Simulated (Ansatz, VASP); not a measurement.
## One calculation of Sn2Se, two programs

File INCAR:

```
SYSTEM = Sn2Se
PREC     = Accurate       ! precision mode
ENCUT    = 600            ! plane-wave cutoff, eV
EDIFF    = 1E-7           ! SCF threshold, eV
ISMEAR   = 0              ! smearing method
SIGMA    = 0.1            ! smearing width, eV
LREAL    = .False.        ! projectors in reciprocal space
LASPH    = .True.         ! aspherical terms in the spheres
NELM     = 80             ! most SCF steps
ALGO     = Normal         ! electronic algorithm
ISIF     = 3              ! what is computed and relaxed
LWAVE    = .False.        ! write WAVECAR
LCHARG   = .False.        ! write CHGCAR
GGA      = PE             ! functional
IBRION   = 2              ! ionic algorithm
NSW      = 100            ! ionic steps
EDIFFG   = -0.01          ! ionic threshold
```

KPOINTS

```
regular mesh
0
Gamma
  12 12 12
  0 0 0
```

POSCAR

```
Sn2Se
1.0
    0.0000000000      3.5854467747      3.5854467747
    3.5854467747      0.0000000000      3.5854467747
    3.5854467747      3.5854467747      0.0000000000
Sn Se
2 1
Direct
    0.2500000000      0.2500000000      0.2500000000
    0.7500000000      0.7500000000      0.7500000000
    0.5000000000      0.5000000000      0.5000000000
```

Input for Ansatz:

```yaml
crystal:
  lattice:
    - [0.0, 3.5854467747, 3.5854467747]
    - [3.5854467747, 0.0, 3.5854467747]
    - [3.5854467747, 3.5854467747, 0.0]
  atoms:
    - { symbol: Sn, position: [0.25, 0.25, 0.25] }
    - { symbol: Sn, position: [0.75, 0.75, 0.75] }
    - { symbol: Se, position: [0.5, 0.5, 0.5] }
basis:
  ecutwfc: 420
kpoints:
  mp_grid: { grid: [12, 12, 12] }
hamiltonian:
  xc: pbe
scf:
  occupations: { method: gaussian, width: 0.1 }
output:
  forces: true
  stress: true
  eigenvalues: true
  write_density: true
  write_potential: true
  elf: true
  volumetric_format: npy
relax:
  adjacent_minimum: "off"
  f_tol: 0.01
  max_steps: 80
  cell: { stress_tol: 0.05 }
```

Alike in both runs: task relaxation of cell and atoms; functional PBE; k mesh 12 × 12 × 12; occupations gaussian, width 0.1 eV; no spin polarisation.

|  | VASP | Ansatz |
| --- | --- | --- |
| version | VASP 6.6.1 | Ansatz 0.2.0 |
| potentials or method | VASP PAW PBE potentials, release 64 (Sn_d, Se), cutoff 600 eV | scalar-relativistic, plane waves, PAW |
| valence electrons in the cell | 34 | 44 |

```csv
,VASP,Ansatz,Ansatz less VASP
"gap on the k mesh at the Fermi level, each at its own relaxed structure (eV)",none,none,-
relaxed volume (Å³/atom),30.78,30.78,-0.004
relaxed cell length with the largest relative difference (Å),5.074,5.073,-0.0002
```

A gap of «none» marks a metal or a gap that the smearing closes. VASP's potentials hold 34 valence electrons a cell and Ansatz's 44, so a difference there can come from the potentials and not from the codes.
